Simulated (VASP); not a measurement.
# TiO2 in VASP: settings compared

Aim: see how the results for TiO2 move with the level of theory and the settings. Levels: r2SCAN+D3(BJ), r2SCAN+rVV10. Tasks: single point.

Program: VASP 6.6.1. These are calculated values, not measurements. Logs are shortened: lines on timing, memory, paths and dates and some standing lists are left out, and cuts for length are marked.

### 1 The cell of the first run

The typed cell holds 6 atoms: a = 3.773 Å, b = 3.773 Å, c = 5.462 Å, α = 110.20°, β = 110.20°, γ = 90.00°.

### 2 Single point, r2SCAN+D3(BJ)

Contents of POSCAR:

```
TiO2
1.0
    2.6676893034     -2.6677312402     -0.0201083860
    2.6676893034      2.6677312402     -0.0201083860
   -2.6318572151      0.0000000000      4.7861870984
Ti O
2 4
Direct
    0.1249969577      0.8750030423      0.2500000000
    0.8750030423      0.1249969577      0.7500000000
    0.3329235004      0.0828949789      0.6658362319
    0.6670764996      0.9171050211      0.3341637681
    0.9171050211      0.6670764996      0.8341637681
    0.0828949789      0.3329235004      0.1658362319
```

Contents of INCAR.step1:

```
SYSTEM = TiO2
PREC = Accurate
ENCUT = 520
ISMEAR = 0
SIGMA = 0.02
LREAL = .FALSE.
LASPH = .TRUE.
NELM = 100
NBANDS = 33
GGA = PE
ALGO = Normal
EDIFF = 1E-4
LWAVE = .TRUE.
LCHARG = .FALSE.
```

Contents of INCAR.step2:

```
SYSTEM = TiO2
PREC = Accurate
ENCUT = 520
EDIFF = 1E-7
ISMEAR = 0
SIGMA = 0.02
LREAL = .FALSE.
LASPH = .TRUE.
NELM = 100
ALGO = Normal
ISIF = 2
LWAVE = .FALSE.
LCHARG = .FALSE.
METAGGA = R2SCAN
LMIXTAU = .TRUE.
IVDW = 12
VDW_S6 = 1.0
VDW_S8 = 0.78981345
VDW_A1 = 0.49484001
VDW_A2 = 5.73083694
NBANDS = 33
ISTART = 1
```

Contents of KPOINTS:

```
Automatic mesh
0
G
  8 8 6
  0 0 0
```

Potentials or basis: VASP PAW PBE potentials, release 64 (Ti_sv, O).

Launch:

```sh
$ cat potpaw_PBE.64/Ti_sv/POTCAR potpaw_PBE.64/O/POTCAR > POTCAR
$ cp INCAR.step1 INCAR
$ mpirun -np 1 vasp_std > vasp.out
$ cp INCAR.step2 INCAR
$ mpirun -np 1 vasp_std > vasp.out
```

OUTCAR:

```text
SYSTEM = TiO2
   PREC = Accurate
   ENCUT = 520
   EDIFF = 1E-7
   ISMEAR = 0
   LREAL = .FALSE.
   LASPH = .TRUE.
   NELM = 100
   ISIF = 2
   METAGGA = R2SCAN
   IVDW = 12
   ISTART = 1
 IVDW          = 12

 ion  position               nearest neighbor table
   1  0.125  0.875  0.250-   4 1.93   6 1.93   6 1.93   4 1.93   3 1.98   5 1.98
   2  0.875  0.125  0.750-   5 1.93   3 1.93   5 1.93   3 1.93   6 1.98   4 1.98
   3  0.333  0.083  0.666-   2 1.93   2 1.93   1 1.98
   4  0.667  0.917  0.334-   1 1.93   1 1.93   2 1.98
   5  0.917  0.667  0.834-   2 1.93   2 1.93   1 1.98
   6  0.083  0.333  0.166-   1 1.93   1 1.93   2 1.98

  Warning from LATTYP: Got some problem with cell dimensions!
  Tried to take original basis but could not verify dimensions!
  LATTYP: Found a base centered monoclinic cell.
 ALAT       =     5.3355301767
 B/A-ratio  =     0.9999873122
 C/A-ratio  =     1.0237002101
 COS(beta)  =    -0.4884071358

  Lattice vectors:

 A1 = (  -2.6676893034,   2.6677312402,   0.0201083860)
 A2 = (  -2.6676893034,  -2.6677312402,   0.0201083860)
 A3 = (   2.7035213917,   0.0000000000,   4.7459703264)

Analysis of symmetry for initial positions (statically):
=====================================================================
 Subroutine PRICEL returns:
 Original cell was already a primitive cell.

 Routine SETGRP: Setting up the symmetry group for a
 base centered monoclinic supercell.

 Subroutine GETGRP returns: Found  4 space group operations
 (whereof  2 operations were pure point group operations)
 out of a pool of  4 trial point group operations.

The static configuration has the point symmetry S_2 .
 The point group associated with its full space group is C_2h.

Analysis of symmetry for dynamics (positions and initial velocities):
=====================================================================
 Subroutine PRICEL returns:
 Original cell was already a primitive cell.

 Routine SETGRP: Setting up the symmetry group for a
 base centered monoclinic supercell.

 Subroutine GETGRP returns: Found  4 space group operations
 (whereof  2 operations were pure point group operations)
 out of a pool of  4 trial point group operations.

The dynamic configuration has the point symmetry S_2 .
 The point group associated with its full space group is C_2h.

 Subroutine INISYM returns: Found  4 space group operations
 (whereof  2 operations are pure point group operations),
 and found     1 'primitive' translations

----------------------------------------------------------------------------------------

                                     Primitive cell

  volume of cell :      67.8411

  direct lattice vectors                    reciprocal lattice vectors
     2.667689303 -2.667731240 -0.020108386     0.188208229 -0.187425177  0.103493068
     2.667689303  2.667731240 -0.020108386     0.188208229  0.187425177  0.103493068
    -2.631857215  0.000000000  4.786187098     0.001581452  0.000000000  0.209804200

  length of vectors
     3.772765635  3.772765635  5.462074637     0.285063764  0.285063764  0.209810161

  position of ions in fractional coordinates (direct lattice)
     0.124996958  0.875003042  0.250000000
     0.875003042  0.124996958  0.750000000
     0.332923500  0.082894979  0.665836232
     0.667076500  0.917105021  0.334163768
     0.917105021  0.667076500  0.834163768
     0.082894979  0.332923500  0.165836232

  ion indices of the primitive-cell ions
   primitive index   ion index
                 1           1
                 2           2
                 3           3
                 4           4
                 5           5
                 6           6

----------------------------------------------------------------------------------------

 KPOINTS: Automatic mesh

Automatic generation of k-mesh.
 Grid dimensions read from file:
 generate k-points for:    8    8    6

 Generating k-lattice:

  Cartesian coordinates                     Fractional coordinates (reciprocal lattice)
     0.023526029 -0.023428147  0.012936633     0.125000000  0.000000000  0.000000000
     0.023526029  0.023428147  0.012936633     0.000000000  0.125000000  0.000000000
     0.000263575  0.000000000  0.034967367     0.000000000  0.000000000  0.166666667

  Length of vectors
     0.035632970  0.035632970  0.034968360

  Shift w.r.t. Gamma in fractional coordinates (k-lattice)
     0.000000000  0.000000000  0.000000000

 Subroutine IBZKPT returns following result:
 ===========================================

 Found    114 irreducible k-points:

 Following reciprocal coordinates:
            Coordinates               Weight
  0.000000  0.000000  0.000000      1.000000
  0.125000  0.000000  0.000000      4.000000
  0.250000  0.000000  0.000000      4.000000
  0.375000  0.000000  0.000000      4.000000
  0.500000  0.000000  0.000000      2.000000
  0.125000  0.125000  0.000000      2.000000
[... 16 lines left out ...]
  0.125000  0.000000  0.166667      4.000000
  0.250000  0.000000  0.166667      4.000000
 [... further k-points ...]
   k-points           NKPTS =    114   k-points in BZ     NKDIM =    114   number of bands    NBANDS=     33
   number of dos      NEDOS =    301   number of ions     NIONS =      6
   total plane-waves  NPLWV =  32928
   dimension x,y,z NGX =    28 NGY =   28 NGZ =   42
   dimension x,y,z NGXF=    56 NGYF=   56 NGZF=   84
   ions per type =               2   4
   NGX,Y,Z   is equivalent  to a cutoff of  12.34, 12.34, 12.78 a.u.
   NGXF,Y,Z  is equivalent  to a cutoff of  24.68, 24.68, 25.57 a.u.
 SYSTEM =  TiO2
   PREC   = accura    normal or accurate (medium, high low for compatibility)
   ISTART =      1    job   : 0-new  1-cont  2-samecut
   ICHARG =      0    charge: 1-file 2-atom 10-const
   ISPIN  =      1    spin polarized calculation?
   LNONCOLLINEAR =      F non collinear calculations
   LSORBIT =      F    spin-orbit coupling
   LASPH  =      T    aspherical Exc in radial PAW
   ENCUT  =  520.0 eV  38.22 Ry    6.18 a.u.   7.01  7.01 10.16*2*pi/ulx,y,z
   NELM   =    100;   NELMIN=  2; NELMDL=  0     # of ELM steps
   EDIFF  = 0.1E-06   stopping-criterion for ELM
   LREAL  =      F    real-space projection
   EDIFFG = 0.1E-05   stopping-criterion for IOM
   NSW    =      0    number of steps for IOM
   IBRION =     -1    ionic relax: 0-MD 1-quasi-New 2-CG
   NFREE  =      0    steps in history (QN), initial steepest desc. (CG)
   ISIF   =      2    stress and relaxation
   ISYM   =      2    0-nonsym 1-usesym 2-fastsym
   POTIM  = 0.5000    time-step for ionic-motion
   TEBEG  =    0.0;   TEEND  =   0.0 temperature during run
   PSTRESS=    0.0 pullay stress
   NELECT =      48.0000    total number of electrons
   NUPDOWN=      -1.0000    fix difference up-down
   EMIN   =  10.00;   EMAX   =-10.00  energy-range for DOS
   EFERMI =   0.00;   METHOD = LEGACY
   ISMEAR =     0;   SIGMA  =   0.02  broadening in eV -4-tet -1-fermi 0-gaus
   EFERMI_NEDOS =   21; number of points for ismear=-14 and -15
   IALGO  =     38    algorithm
   IMIX   =      4    mixing-type and parameters
     AMIX     =   0.40;   BMIX     =  1.00
     AMIX_MAG =   1.60;   BMIX_MAG =  1.00
  volume/ion in A,a.u.               =      11.31        76.30
  Fermi-wavevector in a.u.,A,eV,Ry     =   1.458784  2.756701 28.953871  2.128050
  Thomas-Fermi vector in A             =   2.575427
   LORBIT       =      0    0 simple, 1 ext, 2 COOP (PROOUT), +10 PAW based schemes
   METAGGA = R2SCAN    functional components
   LHFCALC =     F    Hartree Fock is set to
   AEXX    =    0.0000 exact exchange contribution
   IVDW    =    12    specifies the selected vdW correction
   LEPSILON=     F    determine dielectric tensor
   LRPA    =     F    only Hartree local field effects (RPA)
 non-spin polarized calculation
 Gauss-broadening in eV      SIGMA  =   0.02
  energy-cutoff  :      520.00
  volume of cell :       67.84
 maximum number of plane-waves:      1850
   NGX = 15   NGY = 15   NGZ = 21

 number of electron      47.9999993 magnetization

 Free energy of the ion-electron system (eV)
  ---------------------------------------------------
  ext. energy  EPLUGINS =         0.00000000
  ---------------------------------------------------
  free energy    TOTEN  =       -69.85124287 eV

  energy without entropy =      -69.85124287  energy(sigma->0) =      -69.85124287

 E-fermi :   3.2515     XC(G=0): -11.4923

 val. band max:        3.0563213903   @ k =  -0.3750   0.3750   0.0000
 cond. band min:       5.6458152137   @ k =   0.0000   0.0000   0.0000
 fundamental gap:      2.5894938234
 Fermi energy:         3.2514543595

 k-point     1 :       0.0000    0.0000    0.0000
  band No.  band energies     occupation
      1     -55.4706      2.00000
      2     -55.4087      2.00000
      3     -30.8987      2.00000
      4     -30.6448      2.00000
      5     -30.6448      2.00000
      6     -30.5727      2.00000
[... 25 lines left out ...]
     32       8.7663      0.00000
     33       8.8003      0.00000

 k-point     2 :       0.1250    0.0000    0.0000
  band No.  band energies     occupation
      1     -55.4684      2.00000
      2     -55.4101      2.00000
      3     -30.8947      2.00000
      4     -30.6673      2.00000
      5     -30.6462      2.00000
      6     -30.5819      2.00000
[... 25 lines left out ...]
     32       8.9452      0.00000
     33       9.2496      0.00000
[... 754 lines left out ...]
     32       9.0914      0.00000
     33       9.1742      0.00000

 k-point    24 :       0.2500    0.0000    0.1667
  band No.  band energies     occupation
      1     -55.4549      2.00000
      2     -55.4219      2.00000
      3     -30.8392      2.00000
      4     -30.7349      2.00000
      5     -30.6574      2.00000
      6     -30.5982      2.00000
[... 25 lines left out ...]
     32       9.4279      0.00000
     33       9.6010      0.00000

 [... further k-points ...]

------------------------ aborting loop because EDIFF is reached ----------------------------------------

 Edisp (eV)   -0.64799

 E8    (eV) :    -0.2003

  FORCE on cell =-STRESS in cart. coord.  units (eV):
  Direction    XX          YY          ZZ          XY          YZ          ZX
  --------------------------------------------------------------------------------------
  -------------------------------------------------------------------------------------
  Total       0.56495     0.56519     0.47918     0.00000     0.00000    -0.00080
  in kB      13.34217    13.34798    11.31653     0.00000     0.00000    -0.01891
  external pressure =       12.67 kB  Pullay stress =        0.00 kB

 VOLUME and BASIS-vectors are now :
 -----------------------------------------------------------------------------
  energy-cutoff  :      520.00
  volume of cell :       67.84
      direct lattice vectors                 reciprocal lattice vectors
     2.667689303 -2.667731240 -0.020108386     0.188208229 -0.187425177  0.103493068
     2.667689303  2.667731240 -0.020108386     0.188208229  0.187425177  0.103493068
    -2.631857215  0.000000000  4.786187098     0.001581452  0.000000000  0.209804200

 POSITION                                       TOTAL-FORCE (eV/Angst)
 -----------------------------------------------------------------------------------
      2.00972      2.00081      1.17644         0.000000     -0.001089     -0.000000
      0.69380     -2.00081      3.56953         0.000000      0.001089      0.000000
     -0.64311     -0.66701      3.17846        -0.000364      0.000679      0.025795
      3.34663      0.66701      1.56751         0.000364     -0.000679     -0.025795
      2.03070     -0.66701      3.96061         0.000364      0.000679     -0.025795
      0.67282      0.66701      0.78536        -0.000364     -0.000679      0.025795
 -----------------------------------------------------------------------------------
    total drift:                               -0.000000     -0.000000      0.000000

  FREE ENERGIE OF THE ION-ELECTRON SYSTEM (eV)
  ---------------------------------------------------
  free  energy   TOTEN  =       -70.4992377666 eV

  energy  without entropy=      -70.4992377666  energy(sigma->0) =      -70.49923777
```

Run time: 18 min. Hardware: 1 thread of Oxide Virtual Turin-like, shared host; peak memory 0.3 GiB.

What came out:

| Item | Value |
| --- | --- |
| Free energy | -70.4992 eV |
| Pressure | 1.3 GPa |
| Largest force | 0.026 eV/Å |
| Band gap on the k mesh | 2.59 eV (least direct gap 2.92 eV) |
| Dispersion energy per atom | -0.108 eV |

Forces on the atoms (eV/Å):
```
Ti   0.000 -0.001  0.000
Ti   0.000  0.001  0.000
O    0.000  0.001  0.026
O    0.000 -0.001 -0.026
O    0.000  0.001 -0.026
O    0.000 -0.001  0.026
```

Stress tensor (GPa, compression positive):
```
1.33 0.00 0.00
0.00 1.33 0.00
0.00 0.00 1.13
```

Levels at points of the mesh, in eV from the valence-band top:
| k point | band 22 | band 23 | band 24 | band 25 | band 26 | band 27 |
| --- | --- | --- | --- | --- | --- | --- |
| (0.00, 0.00, 0.00) | -0.76 | -0.45 | -0.45 | 2.59 | 3.33 | 4.50 |
| (0.50, 0.00, 0.00) | -0.95 | -0.84 | -0.65 | 3.73 | 4.02 | 4.05 |
| (0.50, 0.50, 0.00) | -2.08 | 0.00 | 0.00 | 3.81 | 3.81 | 4.28 |
| (0.00, 0.00, 0.50) | -1.27 | -0.10 | -0.10 | 2.95 | 2.95 | 4.28 |
| (0.50, 0.00, 0.50) | -0.95 | -0.84 | -0.65 | 3.73 | 4.02 | 4.05 |
| (0.50, 0.50, 0.50) | -2.08 | 0.00 | 0.00 | 3.81 | 3.81 | 4.28 |

Caveat: the PAW data sets were made with another functional, which shifts forces and pressure a little. A k mesh can miss the band edges.

(Part 1 of 2 ends here.)
